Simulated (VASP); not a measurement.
# LiBr (Fm-3m) in VASP: further runs

Runs on LiBr. Level: PBEsol. Tasks: relaxation of cell and atoms.

All numbers are computed with VASP 6.6.1; they aren't measurements. Logs are shortened: lines on timing, memory, paths and dates and some standing lists are left out, and cuts for length are marked.

**1. The cell of the first run**

It takes space group Fm-3m (No. 225, cubic). The conventional cell has a = 5.412 Å, b = 5.412 Å, c = 5.412 Å, α = 90.00°, β = 90.00°, γ = 90.00°. Within 3.6 Å of Li (site symmetry m-3m) lie 6 Br at 2.71 Å. Within 3.6 Å of Br (site symmetry m-3m) lie 6 Li at 2.71 Å.

**2. Relaxation of cell and atoms, PBEsol, target pressure 10 GPa, at which the enthalpy is minimised**

The input, INCAR:

```
ALGO = Normal
EDIFF = 1E-7
EDIFFG = -0.002
ENCUT = 750
GGA = PS
GGA_COMPAT = False
IBRION = 2
ISIF = 3
ISMEAR = 0
LASPH = True
LCHARG = False
LREAL = False
LWAVE = False
NELM = 120
NELMIN = 4
NSW = 100
PREC = Accurate
PSTRESS = 100.0
SIGMA = 0.01
```

The input, KPOINTS:

```
k-points
0
Gamma
  8 8 8
```

The input, POSCAR:

```
LiBr
1.0
    0.0000000000      2.7061276536      2.7061276536
    2.7061276536      0.0000000000      2.7061276536
    2.7061276536      2.7061276536      0.0000000000
Li Br
1 1
Direct
    0.0000000000      0.0000000000      0.0000000000
    0.5000000000      0.5000000000      0.5000000000
```

Potentials or basis: VASP PAW PBE potentials, release 64 (Li_sv, Br).

The run is started by

```sh
cat potpaw_PBE.64/Li_sv/POTCAR potpaw_PBE.64/Br/POTCAR > POTCAR
mpirun -np 1 vasp_std > vasp.out
```

OUTCAR:

```text
EDIFF = 1E-7
   EDIFFG = -0.002
   ENCUT = 750
   GGA = PS
   IBRION = 2
   ISIF = 3
   ISMEAR = 0
   LASPH = True
   LREAL = False
   NELM = 120
   NELMIN = 4
   NSW = 100
   PREC = Accurate
   PSTRESS = 100.0

 ion  position               nearest neighbor table
   1  0.000  0.000  0.000-
   2  0.500  0.500  0.500-

  LATTYP: Found a face centered cubic cell.
 ALAT       =     5.4122553072

  Lattice vectors:

 A1 = (   0.0000000000,   2.7061276536,   2.7061276536)
 A2 = (   2.7061276536,   0.0000000000,   2.7061276536)
 A3 = (   2.7061276536,   2.7061276536,   0.0000000000)

Analysis of symmetry for initial positions (statically):
[... 5 lines left out ...]
 face centered cubic supercell.

 Subroutine GETGRP returns: Found 48 space group operations
 (whereof 48 operations were pure point group operations)
 out of a pool of 48 trial point group operations.

The static configuration has the point symmetry O_h .

Analysis of symmetry for dynamics (positions and initial velocities):
[... 5 lines left out ...]
 face centered cubic supercell.

 Subroutine GETGRP returns: Found 48 space group operations
 (whereof 48 operations were pure point group operations)
 out of a pool of 48 trial point group operations.

The dynamic configuration has the point symmetry O_h .

 Subroutine INISYM returns: Found 48 space group operations
 (whereof 48 operations are pure point group operations),
 and found     1 'primitive' translations

----------------------------------------------------------------------------------------

                                     Primitive cell

  volume of cell :      39.6346

  direct lattice vectors                    reciprocal lattice vectors
     0.000000000  2.706127654  2.706127654    -0.184765859  0.184765859  0.184765859
     2.706127654  0.000000000  2.706127654     0.184765859 -0.184765859  0.184765859
     2.706127654  2.706127654  0.000000000     0.184765859  0.184765859 -0.184765859

  length of vectors
     3.827042429  3.827042429  3.827042429     0.320023855  0.320023855  0.320023855

  position of ions in fractional coordinates (direct lattice)
     0.000000000  0.000000000  0.000000000
     0.500000000  0.500000000  0.500000000

  ion indices of the primitive-cell ions
   primitive index   ion index
                 1           1
                 2           2

----------------------------------------------------------------------------------------

 KPOINTS: k-points

Automatic generation of k-mesh.
 Grid dimensions read from file:
 generate k-points for:    8    8    8

 Generating k-lattice:

  Cartesian coordinates                     Fractional coordinates (reciprocal lattice)
    -0.023095732  0.023095732  0.023095732     0.125000000  0.000000000  0.000000000
     0.023095732 -0.023095732  0.023095732     0.000000000  0.125000000  0.000000000
     0.023095732  0.023095732 -0.023095732     0.000000000  0.000000000  0.125000000

  Length of vectors
     0.040002982  0.040002982  0.040002982

  Shift w.r.t. Gamma in fractional coordinates (k-lattice)
     0.000000000  0.000000000  0.000000000

 Subroutine IBZKPT returns following result:
 ===========================================

 Found     29 irreducible k-points:

 Following reciprocal coordinates:
            Coordinates               Weight
  0.000000  0.000000  0.000000      1.000000
  0.125000  0.000000  0.000000      8.000000
  0.250000  0.000000  0.000000      8.000000
  0.375000  0.000000  0.000000      8.000000
  0.500000  0.000000  0.000000      4.000000
  0.125000  0.125000  0.000000      6.000000
[... 16 lines left out ...]
  0.500000  0.250000  0.125000     48.000000
 -0.375000  0.250000  0.125000     24.000000
 [... further k-points ...]
   k-points           NKPTS =     29   k-points in BZ     NKDIM =     29   number of bands    NBANDS=      9
   number of dos      NEDOS =    301   number of ions     NIONS =      2
   total plane-waves  NPLWV =  46656
   dimension x,y,z NGX =    36 NGY =   36 NGZ =   36
   dimension x,y,z NGXF=    72 NGYF=   72 NGZF=   72
   ions per type =               1   1
   NGX,Y,Z   is equivalent  to a cutoff of  15.64, 15.64, 15.64 a.u.
   NGXF,Y,Z  is equivalent  to a cutoff of  31.28, 31.28, 31.28 a.u.
 SYSTEM =  unknown system
   PREC   = accura    normal or accurate (medium, high low for compatibility)
   ISTART =      0    job   : 0-new  1-cont  2-samecut
   ICHARG =      2    charge: 1-file 2-atom 10-const
   ISPIN  =      1    spin polarized calculation?
   LNONCOLLINEAR =      F non collinear calculations
   LSORBIT =      F    spin-orbit coupling
   LASPH  =      T    aspherical Exc in radial PAW
   ENCUT  =  750.0 eV  55.12 Ry    7.42 a.u.   8.55  8.55  8.55*2*pi/ulx,y,z
   NELM   =    120;   NELMIN=  4; NELMDL= -5     # of ELM steps
   EDIFF  = 0.1E-06   stopping-criterion for ELM
   LREAL  =      F    real-space projection
   EDIFFG = -.2E-02   stopping-criterion for IOM
   NSW    =    100    number of steps for IOM
   IBRION =      2    ionic relax: 0-MD 1-quasi-New 2-CG
   NFREE  =      1    steps in history (QN), initial steepest desc. (CG)
   ISIF   =      3    stress and relaxation
   ISYM   =      2    0-nonsym 1-usesym 2-fastsym
   POTIM  = 0.5000    time-step for ionic-motion
   TEBEG  =    0.0;   TEEND  =   0.0 temperature during run
   PSTRESS=  100.0 pullay stress
   NELECT =      10.0000    total number of electrons
   NUPDOWN=      -1.0000    fix difference up-down
   EMIN   =  10.00;   EMAX   =-10.00  energy-range for DOS
   EFERMI =   0.00;   METHOD = LEGACY
   ISMEAR =     0;   SIGMA  =   0.01  broadening in eV -4-tet -1-fermi 0-gaus
   EFERMI_NEDOS =   21; number of points for ismear=-14 and -15
   IALGO  =     38    algorithm
   IMIX   =      4    mixing-type and parameters
     AMIX     =   0.40;   BMIX     =  1.00
     AMIX_MAG =   1.60;   BMIX_MAG =  1.00
  volume/ion in A,a.u.               =      19.82       133.73
  Fermi-wavevector in a.u.,A,eV,Ry     =   1.034467  1.954859 14.559887  1.070122
  Thomas-Fermi vector in A             =   2.168763
   LORBIT       =      0    0 simple, 1 ext, 2 COOP (PROOUT), +10 PAW based schemes
   GGA     = PS    functional components
   LHFCALC =     F    Hartree Fock is set to
   AEXX    =    0.0000 exact exchange contribution
   IVDW    =     0    specifies the selected vdW correction
   LEPSILON=     F    determine dielectric tensor
   LRPA    =     F    only Hartree local field effects (RPA)
 conjugate gradient relaxation of ions
 non-spin polarized calculation
 Gauss-broadening in eV      SIGMA  =   0.01
  energy-cutoff  :      750.00
  volume of cell :       39.63
 maximum number of plane-waves:      1868
 NGX is ok and might be reduce to    36
   NGX = 17   NGY = 17   NGZ = 17

--------------------------------------- Ionic step        1  -------------------------------------------

 number of electron      10.0000001 magnetization

 Free energy of the ion-electron system (eV)
  ---------------------------------------------------
  ext. energy  EPLUGINS =         0.00000000
  ---------------------------------------------------
  free energy    TOTEN  =        -6.93525708 eV

  energy without entropy =       -6.93525708  energy(sigma->0) =       -6.93525708

 E-fermi :   0.6479     XC(G=0):  -8.7906

 val. band max:        0.5858433508   @ k =   0.0000   0.0000   0.0000
 cond. band min:       5.5699008017   @ k =   0.0000   0.0000   0.0000
 fundamental gap:      4.9840574509
 Fermi energy:         0.6478695471

 k-point     1 :       0.0000    0.0000    0.0000
  band No.  band energies     occupation
      1     -43.0182      2.00000
      2     -13.0462      2.00000
      3       0.5858      2.00000
      4       0.5858      2.00000
      5       0.5858      2.00000
      6       5.5699      0.00000
      7      11.0091      0.00000
      8      11.0091      0.00000
      9      11.0091      0.00000

 k-point     2 :       0.1250    0.0000    0.0000
  band No.  band energies     occupation
      1     -43.0180      2.00000
      2     -12.9746      2.00000
      3      -0.0568      2.00000
      4       0.5385      2.00000
      5       0.5385      2.00000
      6       6.1132      0.00000
      7      10.2722      0.00000
      8      10.8798      0.00000
      9      10.8798      0.00000

 k-point     3 :       0.2500    0.0000    0.0000
  band No.  band energies     occupation
      1     -43.0175      2.00000
      2     -12.7923      2.00000
      3      -1.2442      2.00000
      4       0.4315      2.00000
      5       0.4315      2.00000
      6       6.5299      0.00000
      7       9.7478      0.00000
      8       9.7478      0.00000
      9      10.3933      0.00000
[... 379 lines left out ...]
 VOLUME and BASIS-vectors are now :
 -----------------------------------------------------------------------------
  energy-cutoff  :      750.00
  volume of cell :       31.87
      direct lattice vectors                 reciprocal lattice vectors
     0.000000000  2.516443579  2.516443579    -0.198693110  0.198693110  0.198693110
     2.516443579 -0.000000000  2.516443579     0.198693110 -0.198693110  0.198693110
     2.516443579  2.516443579  0.000000000     0.198693110  0.198693110 -0.198693110

 POSITION                                       TOTAL-FORCE (eV/Angst)
 -----------------------------------------------------------------------------------
      2.51644      2.51644      0.00000         0.000000      0.000000      0.000000
      2.51644      2.51644      2.51644        -0.000000     -0.000000     -0.000000
 -----------------------------------------------------------------------------------
    total drift:                                0.000000      0.000000      0.000000

  FREE ENERGIE OF THE ION-ELECTRON SYSTEM (eV)
  ---------------------------------------------------
  free  energy   TOTEN  =        -6.7343982123 eV

  energy  without entropy=       -6.7343982123  energy(sigma->0) =       -6.73439821

  enthalpy is  TOTEN    =        -4.7451865088 eV   P V=        1.9892117035

--------------------------------------- Ionic step        5  -------------------------------------------

 number of electron      10.0000000 magnetization

 Free energy of the ion-electron system (eV)
  ---------------------------------------------------
  ext. energy  EPLUGINS =         0.00000000
  ---------------------------------------------------
  free energy    TOTEN  =        -6.73913388 eV

  energy without entropy =       -6.73913388  energy(sigma->0) =       -6.73913388

 E-fermi :   2.5281     XC(G=0):  -9.7297

 val. band max:        2.4186364788   @ k =   0.0000   0.0000   0.0000
 cond. band min:       7.9650024407   @ k =   0.5000   0.0000   0.0000
 fundamental gap:      5.5463659619
 Fermi energy:         2.5281476114

 k-point     1 :       0.0000    0.0000    0.0000
  band No.  band energies     occupation
      1     -41.0633      2.00000
      2     -12.1809      2.00000
      3       2.4186      2.00000
      4       2.4186      2.00000
      5       2.4186      2.00000
      6       8.6187      0.00000
      7      12.9209      0.00000
      8      12.9209      0.00000
      9      12.9209      0.00000

 k-point     2 :       0.1250    0.0000    0.0000
  band No.  band energies     occupation
      1     -41.0626      2.00000
      2     -12.0686      2.00000
      3       1.5668      2.00000
      4       2.3484      2.00000
      5       2.3484      2.00000
      6       9.1186      0.00000
      7      12.3158      0.00000
      8      12.9214      0.00000
      9      12.9214      0.00000

 k-point     3 :       0.2500    0.0000    0.0000
  band No.  band energies     occupation
      1     -41.0609      2.00000
      2     -11.7754      2.00000
      3      -0.0244      2.00000
      4       2.1932      2.00000
      5       2.1932      2.00000
      6       8.8993      0.00000
      7      11.6884      0.00000
      8      11.6884      0.00000
      9      13.2993      0.00000
[... 265 lines left out ...]
 VOLUME and BASIS-vectors are now :
 -----------------------------------------------------------------------------
  energy-cutoff  :      750.00
  volume of cell :       31.95
      direct lattice vectors                 reciprocal lattice vectors
     0.000000000  2.518424012  2.518424012    -0.198536862  0.198536862  0.198536862
     2.518424012  0.000000000  2.518424012     0.198536862 -0.198536862  0.198536862
     2.518424012  2.518424012  0.000000000     0.198536862  0.198536862 -0.198536862

 POSITION                                       TOTAL-FORCE (eV/Angst)
 -----------------------------------------------------------------------------------
      0.00000      0.00000      0.00000        -0.000000     -0.000000     -0.000000
      2.51842      2.51842      2.51842         0.000000      0.000000      0.000000
 -----------------------------------------------------------------------------------
    total drift:                                0.000000      0.000000      0.000000

  FREE ENERGIE OF THE ION-ELECTRON SYSTEM (eV)
  ---------------------------------------------------
  free  energy   TOTEN  =        -6.7391338784 eV

  energy  without entropy=       -6.7391338784  energy(sigma->0) =       -6.73913388

  enthalpy is  TOTEN    =        -4.7452219661 eV   P V=        1.9939119123

 reached required accuracy - stopping structural energy minimisation
```

It took 35 s on 1 thread of Intel Xeon 6975P-C (Granite Rapids), shared host; peak memory 0.21 GiB.

What came out:

- Free energy: -6.7391 eV
- Relaxed volume: 15.97 Å³/atom
- Relaxed cell: a = 3.562 Å, b = 3.562 Å, c = 3.562 Å, α = 60.00°, β = 60.00°, γ = 60.00°
- Space group after relaxing (to 0.05 Å): Fm-3m (No. 225)
- Energy change on relaxing (the enthalpy is what falls): +98.1 meV/atom
- Ionic steps: 5
- Pressure after relaxing: 10.0 GPa
- Band gap on the k mesh: 5.55 eV, indirect (least direct gap 5.96 eV)

Step by step:
```tsv
step	energy change (eV)	largest force (eV/Å)	pressure (GPa)	volume (Å³)
1	0.0000	0.0000	-0.05	39.63
2	0.1413	0.0000	8.04	32.92
3	0.1920	0.0000	9.85	32.01
4	0.2009	0.0000	10.16	31.87
5	0.1961	0.0000	9.99	31.95
```

Final structure:
```xyz
2
Lattice="0.0000 2.5184 2.5184 2.5184 0.0000 2.5184 2.5184 2.5184 0.0000" Properties=species:S:1:pos:R:3 pbc="T T T"
Li    0.0000    0.0000    0.0000
Br    2.5184    2.5184    2.5184
```

Caveat: the cell is relaxed towards a set pressure, so the enthalpy falls and the energy may rise; the volume moved by over 15 % at a fixed basis, so the end points are rough; the PAW data sets were made with another functional, which shifts forces and pressure a little. A k mesh can miss the band edges.

**3. Relaxation of cell and atoms, PBEsol, target pressure 15 GPa, at which the enthalpy is minimised**

The input, INCAR:

```
ALGO = Normal
EDIFF = 1E-7
EDIFFG = -0.002
ENCUT = 750
GGA = PS
GGA_COMPAT = F
IBRION = 2
ISIF = 3
ISMEAR = 0
LASPH = T
LCHARG = F
LREAL = F
LWAVE = F
NELM = 120
NELMIN = 4
NSW = 100
PREC = Accurate
PSTRESS = 150.0
SIGMA = 0.01
```

KPOINTS is that of step 2.

POSCAR is that of step 2.

Potentials or basis: VASP PAW PBE potentials, release 64 (Li_sv, Br).

The run is started by

```sh
cat potpaw_PBE.64/Li_sv/POTCAR potpaw_PBE.64/Br/POTCAR > POTCAR
mpirun -np 1 vasp_std > vasp.out
```

It took 20 s on 1 thread of Intel Xeon 6975P-C (Granite Rapids), shared host; peak memory 0.21 GiB.

Results (log left out):

```yaml
Free_energy: -6.5841 eV
Relaxed_volume: 14.97 Å³/atom
Relaxed_cell: a = 3.485 Å, b = 3.485 Å, c = 3.485 Å, α = 60.00°, β = 60.00°, γ = 60.00°
Space_group_after_relaxing_to_0.05_Å: Fm-3m (No. 225)
Energy_change_on_relaxing_the_enthalpy_is_what_falls: +175.6 meV/atom
Ionic_steps: 3
Pressure_after_relaxing: 15.0 GPa
Band_gap_on_the_k_mesh: 5.56 eV, indirect (least direct gap 6.02 eV)
```

Step by step:
```tsv
step	energy change (eV)	largest force (eV/Å)	pressure (GPa)	volume (Å³)
1	0.0000	0.0000	-0.05	39.63
2	0.3561	0.0000	15.16	29.89
3	0.3511	0.0000	15.01	29.94
```

Final structure:
```xyz
2
Lattice="0.0000 2.4645 2.4645 2.4645 0.0000 2.4645 2.4645 2.4645 0.0000" Properties=species:S:1:pos:R:3 pbc="T T T"
Li    0.0000    0.0000    0.0000
Br    2.4645    2.4645    2.4645
```

Levels at points of the mesh, in eV from the valence-band top:
```csv
k point,band 2,band 3,band 4,band 5,band 6,band 7,band 8,band 9
"(0.00, 0.00, 0.00)",-14.97,0.00,0.00,0.00,6.66,10.49,10.49,10.49
"(0.50, 0.00, 0.00)",-13.94,-4.64,-0.46,-0.46,5.56,7.86,7.86,15.45
"(0.50, 0.50, 0.00)",-13.45,-4.84,-2.01,-2.01,6.13,6.58,14.65,14.67
```

Caveat: the cell is relaxed towards a set pressure, so the enthalpy falls and the energy may rise; the volume moved by over 15 % at a fixed basis, so the end points are rough; the PAW data sets were made with another functional, which shifts forces and pressure a little. As with any semilocal functional, this PBEsol gap is likely too small.
